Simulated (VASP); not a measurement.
Here is a VASP 6.6.1 calculation.

INCAR

```
PREC = Accurate
ENCUT = 520
EDIFF = 1E-7
ISMEAR = 0
SIGMA = 0.05
LREAL = False
LASPH = True
NELM = 60
ALGO = Normal
ISIF = 2
LWAVE = False
LCHARG = False
GGA = PS
NBANDS = 46
```

File KPOINTS:

```
regular mesh
0
Gamma
  4 4 8
```

POSCAR

```
Zn4HO4
1.0
    5.5148137916      0.0000000000      0.0000000000
    0.0000000000      5.5148137916      0.0000000000
    0.0000000000      0.0000000000      3.2430062931
Zn O H
4 4 1
Direct
    0.1820657240      0.1820657240      0.5000000000
    0.8179342760      0.8179342760      0.5000000000
    0.6820657240      0.3179342760      0.0000000000
    0.3179342760      0.6820657240      0.0000000000
    0.8180023132      0.1819976868      0.5000000000
    0.1819976868      0.8180023132      0.5000000000
    0.6819976868      0.6819976868      0.0000000000
    0.3180023132      0.3180023132      0.0000000000
    1.0000405349     -0.2180023132      0.0000000000
```

Potentials or basis: VASP PAW PBE potentials, release 64 (Zn, O, H).

Run with:

```console
$ cat potpaw_PBE.64/Zn/POTCAR potpaw_PBE.64/O/POTCAR potpaw_PBE.64/H/POTCAR > POTCAR
$ mpirun -np 1 vasp_std > vasp.out
```

Q: Estimate the largest force.

A: 0.851 eV/Å.

Q: What does it give for the band gap on the k mesh?

A: Zero (an odd number of electrons rules out a gap without spin polarisation).

Forces on the atoms (eV/Å):
```
Zn   0.001  0.120  0.000
Zn  -0.225  0.205  0.000
Zn  -0.015 -0.243  0.000
Zn   0.184 -0.322  0.000
O   -0.094  0.104  0.000
O    0.462  0.228  0.000
O   -0.823 -0.217  0.000
O    0.119  0.050  0.000
H    0.390  0.076  0.000
```

Caveat: the PAW data sets were made with another functional, which shifts forces and pressure a little; an odd number of electrons without spin polarisation forces a metal; a magnetic or distorted state may lie lower.
